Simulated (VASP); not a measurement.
# RbGe4N2 (I4/mmm) in VASP: a series of runs

RbGe4N2 is run at these levels: PBE; tasks: single point, relaxation of cell and atoms.

Program: VASP 6.6.1. These are calculated values, not measurements. Logs are shortened: lines on timing, memory, paths and dates and some standing lists are left out, and cuts for length are marked.

## (1) The cell of the first run

The structure is tetragonal, space group I4/mmm (No. 139). The conventional cell has a = 7.448 Å, b = 7.448 Å, c = 5.590 Å, α = 90.00°, β = 90.00°, γ = 90.00°. Rb (site symmetry 4/mmm) has 16 Ge at 3.58 to 4.01 Å and 8 N at 3.98 Å within 4.7 Å. Within 2.7 Å of Ge (site symmetry m2m) lie 2 N at 2.04 Å. N (site symmetry -4m2) has 4 Ge at 2.04 Å within 2.7 Å.

## (2) Single point, PBE

The input, INCAR:

```
SYSTEM = RbGe4N2
PREC     = Accurate       ! precision mode
ENCUT    = 520            ! plane-wave cutoff, eV
EDIFF    = 1E-7           ! SCF threshold, eV
ISMEAR   = 0              ! smearing method
SIGMA    = 0.1            ! smearing width, eV
LREAL    = .FALSE.        ! projectors in reciprocal space
LASPH    = .TRUE.         ! aspherical terms in the spheres
NELM     = 100            ! most SCF steps
ALGO     = Normal         ! electronic algorithm
ISIF     = 2              ! what is computed and relaxed
LWAVE    = .FALSE.        ! write WAVECAR
LCHARG   = .TRUE.         ! write CHGCAR
GGA      = PE             ! functional
LELF     = .TRUE.         ! ELF
LVHAR    = .TRUE.       
NBANDS   = 46             ! bands
```

The input, KPOINTS:

```
Automatic mesh
0
G
  8 8 8
  0 0 0
```

The input, POSCAR:

```
RbGe4N2
1.0
   -3.7240575341      3.7240575341      2.7948447176
    3.7240575341     -3.7240575341      2.7948447176
    3.7240575341      3.7240575341     -2.7948447176
Rb Ge N
1 4 2
Direct
    0.0000000000      0.0000000000      0.0000000000
    0.8012941710      0.5000000000      0.3012941710
    0.5000000000      0.8012941710      0.3012941710
    0.5000000000      0.1987058290      0.6987058290
    0.1987058290      0.5000000000      0.6987058290
    0.2500000000      0.7500000000      0.5000000000
    0.7500000000      0.2500000000      0.5000000000
```

Potentials or basis: VASP PAW PBE potentials, release 64 (Rb_sv, Ge_d, N).

Started as:

```console
$ cat potpaw_PBE.64/Rb_sv/POTCAR potpaw_PBE.64/Ge_d/POTCAR potpaw_PBE.64/N/POTCAR > POTCAR
$ mpirun -np 1 vasp_std > vasp.out
```

OUTCAR:

```text
SYSTEM = RbGe4N2
   PREC = Accurate
   ENCUT = 520
   EDIFF = 1E-7
   ISMEAR = 0
   LREAL = .FALSE.
   LASPH = .TRUE.
   NELM = 100
   ISIF = 2
   GGA = PE

 ion  position               nearest neighbor table
   1  0.000  0.000  0.000-   2 3.58   3 3.58   4 3.58   5 3.58   2 3.58   3 3.58   4 3.58   5 3.58
                             2 4.01   5 4.01   2 4.01   3 4.01   4 4.01   3 4.01   4 4.01   5 4.01
   2  0.801  0.500  0.301-   6 2.04   7 2.04   1 3.58   1 3.58   1 4.01   1 4.01
   3  0.500  0.801  0.301-   6 2.04   7 2.04   1 3.58   1 3.58   1 4.01   1 4.01
   4  0.500  0.199  0.699-   6 2.04   7 2.04   1 3.58   1 3.58   1 4.01   1 4.01
   5  0.199  0.500  0.699-   6 2.04   7 2.04   1 3.58   1 3.58   1 4.01   1 4.01
   6  0.250  0.750  0.500-   2 2.04   3 2.04   4 2.04   5 2.04
   7  0.750  0.250  0.500-   2 2.04   3 2.04   4 2.04   5 2.04

  LATTYP: Found a body centered tetragonal cell.
 ALAT       =     7.4481150682
 C/A-ratio  =     0.7504837646

  Lattice vectors:

 A1 = (  -3.7240575341,   3.7240575341,   2.7948447176)
 A2 = (   3.7240575341,  -3.7240575341,   2.7948447176)
 A3 = (   3.7240575341,   3.7240575341,  -2.7948447176)

Analysis of symmetry for initial positions (statically):
=====================================================================
 Subroutine PRICEL returns:
 Original cell was already a primitive cell.

 Routine SETGRP: Setting up the symmetry group for a
 body centered tetragonal supercell.

 Subroutine GETGRP returns: Found 16 space group operations
 (whereof 16 operations were pure point group operations)
 out of a pool of 16 trial point group operations.

The static configuration has the point symmetry D_4h.

Analysis of symmetry for dynamics (positions and initial velocities):
=====================================================================
 Subroutine PRICEL returns:
 Original cell was already a primitive cell.

 Routine SETGRP: Setting up the symmetry group for a
 body centered tetragonal supercell.

 Subroutine GETGRP returns: Found 16 space group operations
 (whereof 16 operations were pure point group operations)
 out of a pool of 16 trial point group operations.

The dynamic configuration has the point symmetry D_4h.

 Subroutine INISYM returns: Found 16 space group operations
 (whereof 16 operations are pure point group operations),
 and found     1 'primitive' translations

----------------------------------------------------------------------------------------

                                     Primitive cell

  volume of cell :     155.0424

  direct lattice vectors                    reciprocal lattice vectors
    -3.724057534  3.724057534  2.794844718     0.000000000  0.134262158  0.178900816
     3.724057534 -3.724057534  2.794844718     0.134262158  0.000000000  0.178900816
     3.724057534  3.724057534 -2.794844718     0.134262158  0.134262158  0.000000000

  length of vectors
     5.962245049  5.962245049  5.962245049     0.223677958  0.223677958  0.189875364

  position of ions in fractional coordinates (direct lattice)
     0.000000000  0.000000000  0.000000000
     0.801294171  0.500000000  0.301294171
     0.500000000  0.801294171  0.301294171
     0.500000000  0.198705829  0.698705829
     0.198705829  0.500000000  0.698705829
     0.250000000  0.750000000  0.500000000
     0.750000000  0.250000000  0.500000000

  ion indices of the primitive-cell ions
   primitive index   ion index
                 1           1
                 2           2
                 3           3
                 4           4
                 5           5
                 6           6
                 7           7

----------------------------------------------------------------------------------------

 KPOINTS: Automatic mesh

Automatic generation of k-mesh.
 Grid dimensions read from file:
 generate k-points for:    8    8    8

 Generating k-lattice:

  Cartesian coordinates                     Fractional coordinates (reciprocal lattice)
     0.000000000  0.016782770  0.022362602     0.125000000  0.000000000  0.000000000
     0.016782770  0.000000000  0.022362602     0.000000000  0.125000000  0.000000000
     0.016782770  0.016782770  0.000000000     0.000000000  0.000000000  0.125000000

  Length of vectors
     0.027959745  0.027959745  0.023734421

  Shift w.r.t. Gamma in fractional coordinates (k-lattice)
     0.000000000  0.000000000  0.000000000

 Subroutine IBZKPT returns following result:
 ===========================================

 Found     59 irreducible k-points:

 Following reciprocal coordinates:
            Coordinates               Weight
  0.000000  0.000000  0.000000      1.000000
  0.125000  0.000000 -0.000000      8.000000
  0.250000  0.000000 -0.000000      8.000000
  0.375000  0.000000 -0.000000      8.000000
  0.500000  0.000000 -0.000000      4.000000
  0.125000  0.125000 -0.000000      8.000000
[... 16 lines left out ...]
  0.250000  0.125000  0.125000     16.000000
  0.375000  0.125000  0.125000      8.000000
 [... further k-points ...]
   k-points           NKPTS =     59   k-points in BZ     NKDIM =     59   number of bands    NBANDS=     46
   number of dos      NEDOS =    301   number of ions     NIONS =      7
   total plane-waves  NPLWV = 110592
   dimension x,y,z NGX =    48 NGY =   48 NGZ =   48
   dimension x,y,z NGXF=    96 NGYF=   96 NGZF=   96
   ions per type =               1   4   2
   NGX,Y,Z   is equivalent  to a cutoff of  13.38, 13.38, 13.38 a.u.
   NGXF,Y,Z  is equivalent  to a cutoff of  26.77, 26.77, 26.77 a.u.
 SYSTEM =  RbGe4N2
   PREC   = accura    normal or accurate (medium, high low for compatibility)
   ISTART =      0    job   : 0-new  1-cont  2-samecut
   ICHARG =      2    charge: 1-file 2-atom 10-const
   ISPIN  =      1    spin polarized calculation?
   LNONCOLLINEAR =      F non collinear calculations
   LSORBIT =      F    spin-orbit coupling
   LASPH  =      T    aspherical Exc in radial PAW
   ENCUT  =  520.0 eV  38.22 Ry    6.18 a.u.  11.09 11.09 11.09*2*pi/ulx,y,z
   NELM   =    100;   NELMIN=  2; NELMDL= -5     # of ELM steps
   EDIFF  = 0.1E-06   stopping-criterion for ELM
   LREAL  =      F    real-space projection
   EDIFFG = 0.1E-05   stopping-criterion for IOM
   NSW    =      0    number of steps for IOM
   IBRION =     -1    ionic relax: 0-MD 1-quasi-New 2-CG
   NFREE  =      0    steps in history (QN), initial steepest desc. (CG)
   ISIF   =      2    stress and relaxation
   ISYM   =      2    0-nonsym 1-usesym 2-fastsym
   POTIM  = 0.5000    time-step for ionic-motion
   TEBEG  =    0.0;   TEEND  =   0.0 temperature during run
   PSTRESS=    0.0 pullay stress
   NELECT =      75.0000    total number of electrons
   NUPDOWN=      -1.0000    fix difference up-down
   EMIN   =  10.00;   EMAX   =-10.00  energy-range for DOS
   EFERMI =   0.00;   METHOD = LEGACY
   ISMEAR =     0;   SIGMA  =   0.10  broadening in eV -4-tet -1-fermi 0-gaus
   EFERMI_NEDOS =   21; number of points for ismear=-14 and -15
   IALGO  =     38    algorithm
   IMIX   =      4    mixing-type and parameters
     AMIX     =   0.40;   BMIX     =  1.00
     AMIX_MAG =   1.60;   BMIX_MAG =  1.00
  volume/ion in A,a.u.               =      22.15       149.47
  Fermi-wavevector in a.u.,A,eV,Ry     =   1.285124  2.428533 22.470624  1.651544
  Thomas-Fermi vector in A             =   2.417277
   LORBIT       =      0    0 simple, 1 ext, 2 COOP (PROOUT), +10 PAW based schemes
   GGA     = PE    functional components
   LHFCALC =     F    Hartree Fock is set to
   AEXX    =    0.0000 exact exchange contribution
   IVDW    =     0    specifies the selected vdW correction
   LEPSILON=     F    determine dielectric tensor
   LRPA    =     F    only Hartree local field effects (RPA)
 non-spin polarized calculation
 Gauss-broadening in eV      SIGMA  =   0.10
  energy-cutoff  :      520.00
  volume of cell :      155.04
 maximum number of plane-waves:      4200
 NGX is ok and might be reduce to    48
   NGX = 23   NGY = 23   NGZ = 23

 number of electron      75.0000037 magnetization

 Free energy of the ion-electron system (eV)
  ---------------------------------------------------
  ext. energy  EPLUGINS =         0.00000000
  ---------------------------------------------------
  free energy    TOTEN  =       -33.78748782 eV

  energy without entropy =      -33.77630814  energy(sigma->0) =      -33.78189798

 E-fermi :   4.1791     XC(G=0):  -9.3211

 val. band max:        4.1666558826   @ k =   0.2500   0.1250  -0.0000
 cond. band min:       4.1909405045   @ k =   0.5000   0.0000  -0.0000
 fundamental gap:      0.0242846219
 Fermi energy:         4.1790936727

 k-point     1 :       0.0000    0.0000    0.0000
  band No.  band energies     occupation
      1     -24.0725      2.00000
      2     -20.9925      2.00000
      3     -20.9531      2.00000
      4     -20.9167      2.00000
      5     -20.9167      2.00000
      6     -20.9159      2.00000
[... 38 lines left out ...]
     45       8.0536      0.00000
     46       8.4458      0.00000

 k-point     2 :       0.1250    0.0000   -0.0000
  band No.  band energies     occupation
      1     -24.0723      2.00000
      2     -20.9910      2.00000
      3     -20.9546      2.00000
      4     -20.9185      2.00000
      5     -20.9181      2.00000
      6     -20.9160      2.00000
[... 38 lines left out ...]
     45       8.0309      0.00000
     46       8.3161      0.00000

 k-point     3 :       0.2500    0.0000   -0.0000
  band No.  band energies     occupation
      1     -24.0720      2.00000
      2     -20.9867      2.00000
      3     -20.9587      2.00000
      4     -20.9214      2.00000
      5     -20.9204      2.00000
      6     -20.9158      2.00000
[... 38 lines left out ...]
     45       7.6568      0.00000
     46       8.3740      0.00000

 k-point     4 :       0.3750    0.0000   -0.0000
  band No.  band energies     occupation
      1     -24.0717      2.00000
      2     -20.9802      2.00000
      3     -20.9649      2.00000
      4     -20.9236      2.00000
      5     -20.9221      2.00000
      6     -20.9151      2.00000
[... 920 lines left out ...]
     45       7.9688      0.00000
     46       7.9880      0.00000

 k-point    23 :       0.2500    0.1250    0.1250
  band No.  band energies     occupation
      1     -24.0717      2.00000
      2     -20.9807      2.00000
      3     -20.9642      2.00000
      4     -20.9258      2.00000
      5     -20.9191      2.00000
      6     -20.9149      2.00000
[... 38 lines left out ...]
     45       8.2555      0.00000
     46       8.5148      0.00000

 k-point    24 :       0.3750    0.1250    0.1250
  band No.  band energies     occupation
      1     -24.0716      2.00000
      2     -20.9725      2.00000
      3     -20.9724      2.00000
      4     -20.9266      2.00000
      5     -20.9193      2.00000
      6     -20.9147      2.00000
[... 38 lines left out ...]
     45       8.5053      0.00000
     46       8.6351      0.00000

 [... further k-points ...]
[... 5 lines left out ...]
  --------------------------------------------------------------------------------------
  -------------------------------------------------------------------------------------
  Total        0.0574860      0.0574860      0.0497575      0.0000000     -0.0000000      0.0000000
  in kB        0.5940494      0.5940494      0.5141838      0.0000000     -0.0000000      0.0000000
  external PRESSURE =       0.5674275 kB  Pullay stress =       0.0000000 kB

 VOLUME and BASIS-vectors are now :
 -----------------------------------------------------------------------------
  energy-cutoff  :      520.00
  volume of cell :      155.04
      direct lattice vectors                 reciprocal lattice vectors
    -3.724057534  3.724057534  2.794844718     0.000000000  0.134262158  0.178900816
     3.724057534 -3.724057534  2.794844718     0.134262158  0.000000000  0.178900816
     3.724057534  3.724057534 -2.794844718     0.134262158  0.134262158  0.000000000

 POSITION                                       TOTAL-FORCE (eV/Angst)
 -----------------------------------------------------------------------------------
      0.00000      0.00000      0.00000         0.000000      0.000000     -0.000000
      0.00000      2.24407      2.79484         0.000000     -0.013607      0.000000
      2.24407      0.00000      2.79484        -0.013607      0.000000      0.000000
      1.47998      3.72406      0.00000         0.013607      0.000000     -0.000000
      3.72406      1.47998      0.00000         0.000000      0.013607     -0.000000
      3.72406      0.00000      1.39742         0.000000      0.000000     -0.000000
      0.00000      3.72406      1.39742         0.000000      0.000000      0.000000
 -----------------------------------------------------------------------------------
    total drift:                                0.000000      0.000000     -0.000000

  FREE ENERGIE OF THE ION-ELECTRON SYSTEM (eV)
  ---------------------------------------------------
  free  energy   TOTEN  =       -33.7874878191 eV

  energy  without entropy=      -33.7763081392  energy(sigma->0) =      -33.78189798
```

Run time: 5.6 min. Hardware: 1 thread of Intel Xeon 6975P-C (Granite Rapids), shared host; peak memory 0.54 GiB.

What came out:

```yaml
Free_energy: -33.7875 eV
Pressure: 0.1 GPa
Largest_force: 0.014 eV/Å
```

Forces on the atoms (eV/Å):
```
Rb   0.000  0.000  0.000
Ge   0.000 -0.014  0.000
Ge  -0.014  0.000  0.000
Ge   0.014  0.000  0.000
Ge   0.000  0.014  0.000
N    0.000  0.000  0.000
N    0.000  0.000  0.000
```

Levels at points of the mesh, in eV from the Fermi level:
```csv
k point,band 34,band 35,band 36,band 37,band 38,band 39,band 40,band 41
"(0.00, 0.00, 0.00)",-3.51,-3.08,-2.94,-2.09,0.66,1.72,1.72,1.90
"(0.50, 0.00, 0.00)",-4.22,-2.51,-1.23,-1.20,0.01,0.73,1.11,1.16
"(0.50, 0.50, 0.00)",-4.11,-3.04,-1.70,-1.46,-0.24,0.37,1.73,2.08
"(0.50, 0.50, 0.50)",-2.99,-2.32,-2.32,-0.45,-0.45,-0.17,-0.02,1.90
```

## (3) Single point, PBE

This run uses another cell than the first one, of 17.98 Å³/atom, 0.812 times its volume.

The input, INCAR:

```
PREC     = Accurate       # precision mode
ENCUT    = 520            # plane-wave cutoff, eV
EDIFF    = 1E-6           # SCF threshold, eV
ISMEAR   = 0              # smearing method
SIGMA    = 0.1            # smearing width, eV
LREAL    = F              # projectors in reciprocal space
LASPH    = T              # aspherical terms in the spheres
NELM     = 100            # most SCF steps
ALGO     = Normal         # electronic algorithm
ISIF     = 2              # what is computed and relaxed
LWAVE    = F              # write WAVECAR
LCHARG   = F              # write CHGCAR
GGA      = PE             # functional
NBANDS   = 46             # bands
```

The input, KPOINTS:

```
Automatic mesh
0
Gamma
  4 4 4
```

The input, POSCAR:

```
RbGe4N2
1.0
   -3.2909314200      3.2909314200      2.9047051000
    3.2909314200     -3.2909314200      2.9047051000
    3.2909314200      3.2909314200     -2.9047051000
Rb Ge N
1 4 2
Direct
    0.0000000000      0.0000000000      0.0000000000
    0.7428534000      0.5000000000      0.2428534000
    0.5000000000      0.7428534000      0.2428534000
    0.5000000000      0.2571466000      0.7571466000
    0.2571466000      0.5000000000      0.7571466000
    0.2500000000      0.7500000000      0.5000000000
    0.7500000000      0.2500000000      0.5000000000
```

Potentials or basis: VASP PAW PBE potentials, release 64 (Rb_sv, Ge_d, N).

Started as:

```console
$ cat potpaw_PBE.64/Rb_sv/POTCAR potpaw_PBE.64/Ge_d/POTCAR potpaw_PBE.64/N/POTCAR > POTCAR
$ mpirun -np 1 vasp_std > vasp.out
```

It took 48 s on 1 thread of Intel Xeon 6975P-C (Granite Rapids), shared host; peak memory 0.28 GiB.

Results (log left out):

- Free energy: -31.0594 eV
- Pressure: 6.5 GPa
- Largest force: 4.963 eV/Å

Forces in eV/Å, atoms in the order of the input:
```
Rb   0.000  0.000  0.000
Ge   0.000  4.963  0.000
Ge   4.963  0.000  0.000
Ge  -4.963  0.000  0.000
Ge   0.000 -4.963  0.000
N    0.000  0.000  0.000
N    0.000  0.000  0.000
```

Stress tensor (GPa, compression positive):
```
7.65 0.00 0.00
0.00 7.65 0.00
0.00 0.00 4.25
```

Levels at points of the mesh, in eV from the Fermi level:
```tsv
k point	band 35	band 36	band 37	band 38	band 39	band 40	band 41	band 42
(0.00, 0.00, 0.00)	-4.06	-2.75	-1.41	-0.30	0.60	1.89	1.89	3.17
(0.50, 0.00, 0.00)	-2.97	-2.70	-1.68	-0.21	1.13	2.04	2.11	2.26
(0.50, 0.50, 0.00)	-3.01	-2.15	-0.67	0.21	0.49	0.83	1.14	1.47
(0.50, 0.50, 0.50)	-2.49	-2.39	-2.11	-1.92	1.18	1.18	2.14	2.41
```

Caveat: the k points lie up to 0.36 Å⁻¹ apart; forces of over 1 eV/Å act on the atoms, so gaps and moduli don't describe the material at rest.

(Continued in part 2 of 2.)
